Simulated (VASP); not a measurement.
# CuW3 (Pm-3m) in VASP: further runs

Runs on CuW3. Level: PBE. Tasks: single point, relaxation of cell and atoms.

All numbers are computed with VASP 6.6.1; they aren't measurements. Logs are shortened: lines on timing, memory, paths and dates and some standing lists are left out, and cuts for length are marked.

**1. The cell of the first run**

Symmetry: Pm-3m, No. 221, cubic system. The conventional cell has a = 3.927 Å, b = 3.927 Å, c = 3.927 Å, α = 90.00°, β = 90.00°, γ = 90.00°. Cu (site symmetry m-3m) has 12 W at 2.78 Å within 3.7 Å. Within 3.7 Å of W (site symmetry 4/mmm) lie 4 Cu at 2.78 Å and 8 W at 2.78 Å.

**2. Single point, PBE**

Input file INCAR:

```
  PREC = Accurate
  ENCUT = 520
  EDIFF = 1E-6
  ISMEAR = 0
  SIGMA = 0.1
  LREAL = F
  LASPH = T
  NELM = 80
  ALGO = Normal
  ISIF = 2
  LWAVE = F
  LCHARG = F
  GGA = PE
  NBANDS = 34
```

Input file KPOINTS:

```
Automatic mesh
0
Gamma
  4 4 4
```

Input file POSCAR:

```
CuW3
1.0
    3.9271176760      0.0000000000      0.0000000000
    0.0000000000      3.9271176760      0.0000000000
    0.0000000000      0.0000000000      3.9271176760
Cu W
1 3
Direct
    0.0000000000      0.0000000000      0.0000000000
    0.0000000000      0.5000000000      0.5000000000
    0.5000000000      0.0000000000      0.5000000000
    0.5000000000      0.5000000000      0.0000000000
```

Potentials or basis: VASP PAW PBE potentials, release 64 (Cu, W_sv).

Command:

```sh
> cat potpaw_PBE.64/Cu/POTCAR potpaw_PBE.64/W_sv/POTCAR > POTCAR
> mpirun -np 1 vasp_std > vasp.out
```

OUTCAR:

```text
PREC = Accurate
   ENCUT = 520
   EDIFF = 1E-6
   ISMEAR = 0
   LREAL = F
   LASPH = T
   NELM = 80
   ISIF = 2
   GGA = PE

 ion  position               nearest neighbor table
   1  0.000  0.000  0.000-   2 2.78   3 2.78   4 2.78   2 2.78   3 2.78   2 2.78   4 2.78   2 2.78
                             3 2.78   4 2.78   3 2.78   4 2.78
   2  0.000  0.500  0.500-   1 2.78   3 2.78   4 2.78   1 2.78   4 2.78   1 2.78   3 2.78   1 2.78
                             3 2.78   4 2.78   4 2.78   3 2.78
   3  0.500  0.000  0.500-   1 2.78   2 2.78   4 2.78   1 2.78   4 2.78   2 2.78   4 2.78   4 2.78
                             1 2.78   2 2.78   1 2.78   2 2.78
   4  0.500  0.500  0.000-   1 2.78   2 2.78   3 2.78   2 2.78   3 2.78   1 2.78   3 2.78   3 2.78
                             1 2.78   2 2.78   2 2.78   1 2.78

  LATTYP: Found a simple cubic cell.
 ALAT       =     3.9271176760

  Lattice vectors:

 A1 = (   3.9271176760,   0.0000000000,   0.0000000000)
 A2 = (   0.0000000000,   3.9271176760,   0.0000000000)
 A3 = (   0.0000000000,   0.0000000000,   3.9271176760)

Analysis of symmetry for initial positions (statically):
=====================================================================
 Subroutine PRICEL returns:
 Original cell was already a primitive cell.

 Routine SETGRP: Setting up the symmetry group for a
 simple cubic supercell.

 Subroutine GETGRP returns: Found 48 space group operations
 (whereof 48 operations were pure point group operations)
 out of a pool of 48 trial point group operations.

The static configuration has the point symmetry O_h .

Analysis of symmetry for dynamics (positions and initial velocities):
=====================================================================
 Subroutine PRICEL returns:
 Original cell was already a primitive cell.

 Routine SETGRP: Setting up the symmetry group for a
 simple cubic supercell.

 Subroutine GETGRP returns: Found 48 space group operations
 (whereof 48 operations were pure point group operations)
 out of a pool of 48 trial point group operations.

The dynamic configuration has the point symmetry O_h .

 Subroutine INISYM returns: Found 48 space group operations
 (whereof 48 operations are pure point group operations),
 and found     1 'primitive' translations

----------------------------------------------------------------------------------------

                                     Primitive cell

  volume of cell :      60.5650

  direct lattice vectors                    reciprocal lattice vectors
     3.927117676  0.000000000  0.000000000     0.254639683  0.000000000  0.000000000
     0.000000000  3.927117676  0.000000000     0.000000000  0.254639683  0.000000000
     0.000000000  0.000000000  3.927117676     0.000000000  0.000000000  0.254639683

  length of vectors
     3.927117676  3.927117676  3.927117676     0.254639683  0.254639683  0.254639683

  position of ions in fractional coordinates (direct lattice)
     0.000000000  0.000000000  0.000000000
     0.000000000  0.500000000  0.500000000
     0.500000000  0.000000000  0.500000000
     0.500000000  0.500000000  0.000000000

  ion indices of the primitive-cell ions
   primitive index   ion index
                 1           1
                 2           2
                 3           3
                 4           4

----------------------------------------------------------------------------------------

 KPOINTS: Automatic mesh

Automatic generation of k-mesh.
 Grid dimensions read from file:
 generate k-points for:    4    4    4

 Generating k-lattice:

  Cartesian coordinates                     Fractional coordinates (reciprocal lattice)
     0.063659921  0.000000000  0.000000000     0.250000000  0.000000000  0.000000000
     0.000000000  0.063659921  0.000000000     0.000000000  0.250000000  0.000000000
     0.000000000  0.000000000  0.063659921     0.000000000  0.000000000  0.250000000

  Length of vectors
     0.063659921  0.063659921  0.063659921

  Shift w.r.t. Gamma in fractional coordinates (k-lattice)
     0.000000000  0.000000000  0.000000000

 Subroutine IBZKPT returns following result:
 ===========================================

 Found     10 irreducible k-points:

 Following reciprocal coordinates:
            Coordinates               Weight
  0.000000  0.000000  0.000000      1.000000
  0.250000  0.000000  0.000000      6.000000
  0.500000  0.000000  0.000000      3.000000
  0.250000  0.250000  0.000000     12.000000
  0.500000  0.250000  0.000000     12.000000
  0.500000  0.500000  0.000000      3.000000
  0.250000  0.250000  0.250000      8.000000
  0.500000  0.250000  0.250000     12.000000
  0.500000  0.500000  0.250000      6.000000
  0.500000  0.500000  0.500000      1.000000
   k-points           NKPTS =     10   k-points in BZ     NKDIM =     10   number of bands    NBANDS=     34
   number of dos      NEDOS =    301   number of ions     NIONS =      4
   total plane-waves  NPLWV =  27000
   dimension x,y,z NGX =    30 NGY =   30 NGZ =   30
   dimension x,y,z NGXF=    60 NGYF=   60 NGZF=   60
   ions per type =               1   3
   NGX,Y,Z   is equivalent  to a cutoff of  12.70, 12.70, 12.70 a.u.
   NGXF,Y,Z  is equivalent  to a cutoff of  25.40, 25.40, 25.40 a.u.
 SYSTEM =  unknown system
   PREC   = accura    normal or accurate (medium, high low for compatibility)
   ISTART =      0    job   : 0-new  1-cont  2-samecut
   ICHARG =      2    charge: 1-file 2-atom 10-const
   ISPIN  =      1    spin polarized calculation?
   LNONCOLLINEAR =      F non collinear calculations
   LSORBIT =      F    spin-orbit coupling
   LASPH  =      T    aspherical Exc in radial PAW
   ENCUT  =  520.0 eV  38.22 Ry    6.18 a.u.   7.30  7.30  7.30*2*pi/ulx,y,z
   NELM   =     80;   NELMIN=  2; NELMDL= -5     # of ELM steps
   EDIFF  = 0.1E-05   stopping-criterion for ELM
   LREAL  =      F    real-space projection
   EDIFFG = 0.1E-04   stopping-criterion for IOM
   NSW    =      0    number of steps for IOM
   IBRION =     -1    ionic relax: 0-MD 1-quasi-New 2-CG
   NFREE  =      0    steps in history (QN), initial steepest desc. (CG)
   ISIF   =      2    stress and relaxation
   ISYM   =      2    0-nonsym 1-usesym 2-fastsym
   POTIM  = 0.5000    time-step for ionic-motion
   TEBEG  =    0.0;   TEEND  =   0.0 temperature during run
   PSTRESS=    0.0 pullay stress
   NELECT =      53.0000    total number of electrons
   NUPDOWN=      -1.0000    fix difference up-down
   EMIN   =  10.00;   EMAX   =-10.00  energy-range for DOS
   EFERMI =   0.00;   METHOD = LEGACY
   ISMEAR =     0;   SIGMA  =   0.10  broadening in eV -4-tet -1-fermi 0-gaus
   EFERMI_NEDOS =   21; number of points for ismear=-14 and -15
   IALGO  =     38    algorithm
   IMIX   =      4    mixing-type and parameters
     AMIX     =   0.40;   BMIX     =  1.00
     AMIX_MAG =   1.60;   BMIX_MAG =  1.00
  volume/ion in A,a.u.               =      15.14       102.18
  Fermi-wavevector in a.u.,A,eV,Ry     =   1.565884  2.959091 33.361379  2.451992
  Thomas-Fermi vector in A             =   2.668294
   LORBIT       =      0    0 simple, 1 ext, 2 COOP (PROOUT), +10 PAW based schemes
   GGA     = PE    functional components
   LHFCALC =     F    Hartree Fock is set to
   AEXX    =    0.0000 exact exchange contribution
   IVDW    =     0    specifies the selected vdW correction
   LEPSILON=     F    determine dielectric tensor
   LRPA    =     F    only Hartree local field effects (RPA)
 non-spin polarized calculation
 Gauss-broadening in eV      SIGMA  =   0.10
  energy-cutoff  :      520.00
  volume of cell :       60.57
 maximum number of plane-waves:      1654
 NGX is ok and might be reduce to    30
   NGX = 15   NGY = 15   NGZ = 15

 number of electron      53.0000031 magnetization

 Free energy of the ion-electron system (eV)
  ---------------------------------------------------
  ext. energy  EPLUGINS =         0.00000000
  ---------------------------------------------------
  free energy    TOTEN  =       -41.32953334 eV

  energy without entropy =      -41.31642051  energy(sigma->0) =      -41.32297693

 E-fermi :  10.2746     XC(G=0): -13.3448

 val. band max:       10.2676170978   @ k =   0.2500   0.0000   0.0000
 cond. band min:      10.3959194837   @ k =   0.5000   0.2500   0.0000
 fundamental gap:      0.1283023859
 Fermi energy:        10.2745537138

 k-point     1 :       0.0000    0.0000    0.0000
  band No.  band energies     occupation
      1     -63.6585      2.00000
      2     -63.5093      2.00000
      3     -63.5093      2.00000
      4     -28.3006      2.00000
      5     -28.3006      2.00000
      6     -28.3006      2.00000
[... 26 lines left out ...]
     33      15.5812      0.00000
     34      16.4383      0.00000

 k-point     2 :       0.2500    0.0000    0.0000
  band No.  band energies     occupation
      1     -63.6394      2.00000
      2     -63.5283      2.00000
      3     -63.5091      2.00000
      4     -28.2245      2.00000
      5     -28.2245      2.00000
      6     -28.1768      2.00000
[... 26 lines left out ...]
     33      14.3579      0.00000
     34      16.4431      0.00000

 k-point     3 :       0.5000    0.0000    0.0000
  band No.  band energies     occupation
      1     -63.6088      2.00000
      2     -63.5591      2.00000
      3     -63.5090      2.00000
      4     -28.1197      2.00000
      5     -28.1197      2.00000
      6     -27.9092      2.00000
[... 26 lines left out ...]
     33      14.1665      0.00000
     34      16.4477      0.00000
[... 186 lines left out ...]
 k-point     9 :       0.5000    0.5000    0.2500
  band No.  band energies     occupation
      1     -63.5585      2.00000
      2     -63.5585      2.00000
      3     -63.5585      2.00000
      4     -28.4568      2.00000
      5     -28.2347      2.00000
      6     -28.1091      2.00000
[... 26 lines left out ...]
     33      13.3438      0.00000
     34      14.3103      0.00000

 k-point    10 :       0.5000    0.5000    0.5000
  band No.  band energies     occupation
      1     -63.5584      2.00000
      2     -63.5584      2.00000
      3     -63.5584      2.00000
      4     -28.6115      2.00000
      5     -28.2324      2.00000
      6     -28.2324      2.00000
[... 26 lines left out ...]
     33      13.0500      0.00000
     34      15.6213      0.00000

------------------------ aborting loop because EDIFF is reached ----------------------------------------

  FORCE on cell =-STRESS in cart. coord.  units (eV):
  Direction    XX          YY          ZZ          XY          YZ          ZX
  --------------------------------------------------------------------------------------
  -------------------------------------------------------------------------------------
  Total        0.1393220      0.1393220      0.1393220      0.0000000      0.0000000      0.0000000
  in kB        3.6856040      3.6856040      3.6856040      0.0000000      0.0000000      0.0000000
  external PRESSURE =       3.6856040 kB  Pullay stress =       0.0000000 kB

 VOLUME and BASIS-vectors are now :
 -----------------------------------------------------------------------------
  energy-cutoff  :      520.00
  volume of cell :       60.57
      direct lattice vectors                 reciprocal lattice vectors
     3.927117676  0.000000000  0.000000000     0.254639683  0.000000000  0.000000000
     0.000000000  3.927117676  0.000000000     0.000000000  0.254639683  0.000000000
     0.000000000  0.000000000  3.927117676     0.000000000  0.000000000  0.254639683

 POSITION                                       TOTAL-FORCE (eV/Angst)
 -----------------------------------------------------------------------------------
      0.00000      0.00000      0.00000         0.000000      0.000000      0.000000
      0.00000      1.96356      1.96356         0.000000      0.000000      0.000000
      1.96356      0.00000      1.96356         0.000000      0.000000      0.000000
      1.96356      1.96356      0.00000         0.000000      0.000000      0.000000
 -----------------------------------------------------------------------------------
    total drift:                                0.000000      0.000000     -0.000000

  FREE ENERGIE OF THE ION-ELECTRON SYSTEM (eV)
  ---------------------------------------------------
  free  energy   TOTEN  =       -41.3295333376 eV

  energy  without entropy=      -41.3164205130  energy(sigma->0) =      -41.32297693
```

Wall time 48 s (1 thread of Intel Xeon 8259CL, shared host); peak memory 0.18 GiB.

What came out:

| Quantity | Value |
| --- | --- |
| Free energy | -41.3295 eV |
| Pressure | 0.4 GPa |
| Band gap on the k mesh | zero (an odd number of electrons rules out a gap without spin polarisation) |

Levels at points of the mesh, in eV from the Fermi level:
```
           k point  band 24  band 25  band 26  band 27  band 28  band 29  band 30  band 31
(0.00, 0.00, 0.00)    -1.70     1.92     1.92     1.92     2.27     2.27     2.27     3.74
(0.50, 0.00, 0.00)    -0.57    -0.55    -0.55    -0.24     0.39     1.13     1.50     1.50
(0.50, 0.50, 0.00)    -2.25    -2.25    -0.30    -0.30     0.76     0.76     0.81     1.66
(0.50, 0.50, 0.50)    -1.02    -0.22    -0.22    -0.22     0.84     1.51     1.51     1.51
```

Caveat: the k points lie up to 0.40 Å⁻¹ apart, too coarse for converged energies and pressures of a metal; spin-orbit coupling is left out, which moves the levels of the heavy elements.

(Part 1 of 2 ends here.)

The gap in the log of VASP goes by the Fermi energy; the results here count the filled bands.